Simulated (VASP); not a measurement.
# Rh (Immm) in VASP: a series of runs, part 2 of 2

VASP 6.6.1.

### 3 Single point, PBE (strain +0.0150 x Voigt [0, 0, 0, 1, 0, 0])

File INCAR:

```
  PREC = Accurate
  ENCUT = 520
  EDIFF = 1E-6
  ISMEAR = 0
  SIGMA = 0.15
  LREAL = F
  LASPH = T
  NELM = 80
  ALGO = Fast
  ISIF = 2
  LWAVE = F
  LCHARG = F
  GGA = PE
  NBANDS = 14
```

File KPOINTS:

```
regular mesh
0
Gamma
  22 22 22
```

File POSCAR:

```
Rh
1.0
    0.0000000000      1.9158116250      1.9158116250
    1.9015500000      0.0142616250      1.9015500000
    1.9015500000      1.9015500000      0.0142616250
Rh
1
Direct
    0.0000000000      0.0000000000      0.0000000000
```

Potentials or basis: VASP PAW PBE potentials, release 64 (Rh_pv).

On the command line:

```sh
> cat potpaw_PBE.64/Rh_pv/POTCAR > POTCAR
> mpirun -np 1 vasp_std > vasp.out
```

Wall time 88 s (1 thread of Intel Xeon 6975P-C (Granite Rapids), shared host); peak memory 0.36 GiB.

Results (log left out):

```
Free energy            : -7.2588 eV
Pressure               : 5.9 GPa
Band gap on the k mesh : zero (an odd number of electrons rules out a gap without spin polarisation)
```

Stress tensor (GPa, compression positive):
```
 5.83  0.00  0.00
 0.00  5.95 -3.06
 0.00 -3.06  5.95
```

Levels at points of the mesh, in eV from the Fermi level:
| k point | band 3 | band 4 | band 5 | band 6 | band 7 | band 8 | band 9 | band 10 | band 11 | band 12 |
| --- | --- | --- | --- | --- | --- | --- | --- | --- | --- | --- |
| (0.00, 0.00, 0.00) | -46.37 | -7.95 | -3.16 | -3.08 | -2.98 | -0.98 | -0.98 | 16.00 | 20.54 | 21.23 |
| (0.50, 0.00, 0.00) | -46.47 | -6.11 | -3.22 | -3.05 | 0.51 | 0.60 | 0.66 | 8.53 | 15.57 | 20.54 |
| (0.00, 0.50, 0.00) | -46.48 | -6.11 | -3.24 | -3.08 | 0.55 | 0.63 | 0.82 | 8.76 | 15.45 | 20.54 |
| (0.50, 0.50, 0.00) | -46.64 | -6.31 | -5.94 | 0.54 | 0.99 | 1.00 | 3.27 | 12.28 | 13.33 | 13.33 |
| (0.00, 0.50, 0.50) | -46.63 | -6.31 | -5.94 | 0.55 | 0.99 | 1.00 | 3.27 | 12.28 | 13.05 | 13.62 |

Caveat: the cell differs from its parent crystal (strain +0.0150 x Voigt [0, 0, 0, 1, 0, 0]); the cell stands under pressure.

### 4 Single point, PBE (strain -0.0100 x Voigt [0, 0, 0, 1, 0, 0])

File INCAR:

```
SYSTEM = Rh
PREC = Accurate ; ENCUT = 520
EDIFF = 1E-7 ; ISMEAR = 0
SIGMA = 0.15 ; LREAL = .FALSE.
LASPH = .TRUE. ; NELM = 100
ALGO = Fast ; ISIF = 2
LWAVE = .FALSE. ; LCHARG = .FALSE.
GGA = PE ; NBANDS = 14
```

File KPOINTS:

```
Automatic mesh
0
G
  22 22 22
  0 0 0
```

File POSCAR:

```
Rh
1.0
    0.0000000000      1.8920422500      1.8920422500
    1.9015500000     -0.0095077500      1.9015500000
    1.9015500000      1.9015500000     -0.0095077500
Rh
1
Direct
    0.0000000000      0.0000000000      0.0000000000
```

Potentials or basis: VASP PAW PBE potentials, release 64 (Rh_pv).

On the command line:

```sh
> cat potpaw_PBE.64/Rh_pv/POTCAR > POTCAR
> mpirun -np 1 vasp_std > vasp.out
```

OUTCAR:

```text
SYSTEM = Rh
   PREC = Accurate
   ENCUT = 520
   EDIFF = 1E-7
   ISMEAR = 0
   LREAL = .FALSE.
   LASPH = .TRUE.
   NELM = 100
   ISIF = 2
   GGA = PE

 ion  position               nearest neighbor table
   1  0.000  0.000  0.000-

  LATTYP: Found a body centered orthorhombic cell.
 ALAT       =     2.6757518105
 B/A-ratio  =     1.0100502513
 C/A-ratio  =     1.4213201632

  Lattice vectors:

 A1 = (  -1.9015500000,   0.0095077500,  -1.9015500000)
 A2 = (  -1.9015500000,  -0.0095077500,   1.9015500000)
[... 588 lines left out ...]
     14      33.0669      0.00000

 [... further k-points ...]

------------------------ aborting loop because EDIFF is reached ----------------------------------------

  FORCE on cell =-STRESS in cart. coord.  units (eV):
  Direction    XX          YY          ZZ          XY          YZ          ZX
  --------------------------------------------------------------------------------------
  -------------------------------------------------------------------------------------
  Total        0.5037674      0.5084940      0.5084940      0.0000000      0.1749160      0.0000000
  in kB       58.6946199     59.2453160     59.2453160      0.0000000     20.3796947      0.0000000
  external PRESSURE =      59.0617506 kB  Pullay stress =       0.0000000 kB

 VOLUME and BASIS-vectors are now :
 -----------------------------------------------------------------------------
  energy-cutoff  :      520.00
  volume of cell :       13.75
      direct lattice vectors                 reciprocal lattice vectors
     0.000000000  1.892042250  1.892042250    -0.262943388  0.264264712  0.264264712
     1.901550000 -0.009507750  1.901550000     0.262943388 -0.261635212  0.261635212
     1.901550000  1.901550000 -0.009507750     0.262943388  0.261635212 -0.261635212

 POSITION                                       TOTAL-FORCE (eV/Angst)
 -----------------------------------------------------------------------------------
      0.00000      0.00000      0.00000         0.000000      0.000000      0.000000
 -----------------------------------------------------------------------------------
    total drift:                                0.000000     -0.000000      0.000000

  FREE ENERGIE OF THE ION-ELECTRON SYSTEM (eV)
  ---------------------------------------------------
  free  energy   TOTEN  =        -7.2598595531 eV

  energy  without entropy=       -7.2447418550  energy(sigma->0) =       -7.25230070
```

stdout:

```text
POSCAR found type information on POSCAR Rh
 POSCAR found :  1 types and       1 ions
 scaLAPACK will be used
 LDA part: xc-table for (Slater+PW92), standard interpolation
 POSCAR, INCAR and KPOINTS ok, starting setup
 FFT: planning ... GRIDC
 FFT: planning ... GRID_SOFT
 FFT: planning ... GRID
 WAVECAR not read
 entering main loop
WARNING in EDDRMM: call to ZHEGV failed, returncode =   8  4     12
WARNING in EDDRMM: call to ZHEGV failed, returncode =   8  4     13
WARNING in EDDRMM: call to ZHEGV failed, returncode =   8  4     12
WARNING in EDDRMM: call to ZHEGV failed, returncode =   8  4     14
WARNING in EDDRMM: call to ZHEGV failed, returncode =   6  3     13
WARNING in EDDRMM: call to ZHEGV failed, returncode =   8  4     13
WARNING in EDDRMM: call to ZHEGV failed, returncode =   6  3     13
WARNING in EDDRMM: call to ZHEGV failed, returncode =   8  4     13
WARNING in EDDRMM: call to ZHEGV failed, returncode =   8  4     12
WARNING in EDDRMM: call to ZHEGV failed, returncode =   6  3     13
WARNING in EDDRMM: call to ZHEGV failed, returncode =   6  3     14
WARNING in EDDRMM: call to ZHEGV failed, returncode =   8  4     13
WARNING in EDDRMM: call to ZHEGV failed, returncode =   6  3     13
WARNING in EDDRMM: call to ZHEGV failed, returncode =   8  4     12
WARNING in EDDRMM: call to ZHEGV failed, returncode =   6  3     14
WARNING in EDDRMM: call to ZHEGV failed, returncode =   6  3     14
WARNING in EDDRMM: call to ZHEGV failed, returncode =   8  4     13
WARNING in EDDRMM: call to ZHEGV failed, returncode =   8  4     13
WARNING in EDDRMM: call to ZHEGV failed, returncode =   8  4     14
```

Wall time 97 s (1 thread of Intel Xeon 6975P-C (Granite Rapids), shared host); peak memory 0.36 GiB.

What came out:

| Item | Value |
| --- | --- |
| Free energy | -7.2599 eV |
| Pressure | 5.9 GPa |
| Band gap on the k mesh | zero (an odd number of electrons rules out a gap without spin polarisation) |

Levels at points of the mesh, in eV from the Fermi level:
| k point | band 3 | band 4 | band 5 | band 6 | band 7 | band 8 | band 9 | band 10 | band 11 | band 12 |
| --- | --- | --- | --- | --- | --- | --- | --- | --- | --- | --- |
| (0.00, 0.00, 0.00) | -46.37 | -7.95 | -3.13 | -3.07 | -3.01 | -0.99 | -0.98 | 16.00 | 20.54 | 21.30 |
| (0.50, 0.00, 0.00) | -46.48 | -6.11 | -3.21 | -3.10 | 0.56 | 0.61 | 0.79 | 8.72 | 15.47 | 20.54 |
| (0.00, 0.50, 0.00) | -46.47 | -6.11 | -3.20 | -3.09 | 0.53 | 0.59 | 0.69 | 8.57 | 15.55 | 20.54 |
| (0.50, 0.50, 0.00) | -46.64 | -6.31 | -5.94 | 0.54 | 0.99 | 0.99 | 3.27 | 12.28 | 13.33 | 13.33 |
| (0.00, 0.50, 0.50) | -46.64 | -6.31 | -5.94 | 0.55 | 0.99 | 1.00 | 3.27 | 12.28 | 13.14 | 13.52 |

Caveat: the cell differs from its parent crystal (strain -0.0100 x Voigt [0, 0, 0, 1, 0, 0]); the cell stands under pressure.

### 5 Summary

```tsv
cell	further INCAR settings	gap on the mesh (eV)	pressure (GPa)
a = 2.662, b = 2.689, c = 2.689 Å, angles 60.7, 60.3, 60.3°, 1 atom	ALGO = Fast; EDIFF = 1e-06; NBANDS = 14	none	6.0
a = 2.709, b = 2.689, c = 2.689 Å, angles 59.5, 59.8, 59.8°, 1 atom	ALGO = Fast; EDIFF = 1e-06; NBANDS = 14	none	5.9
a = 2.676, b = 2.689, c = 2.689 Å, angles 60.3, 60.2, 60.2°, 1 atom	ALGO = Fast; EDIFF = 1e-07; NBANDS = 14	none	5.9
```

Alike in all rows: task single point; level PBE; potentials or basis VASP PAW PBE potentials, release 64 (Rh_pv); no spin polarisation; k mesh 22 × 22 × 22; cutoff (eV) 520; smearing gaussian 0.15 eV.

Caveats: the cell stands under pressure.

Absolute energies hang on the potentials; compare differences alone.
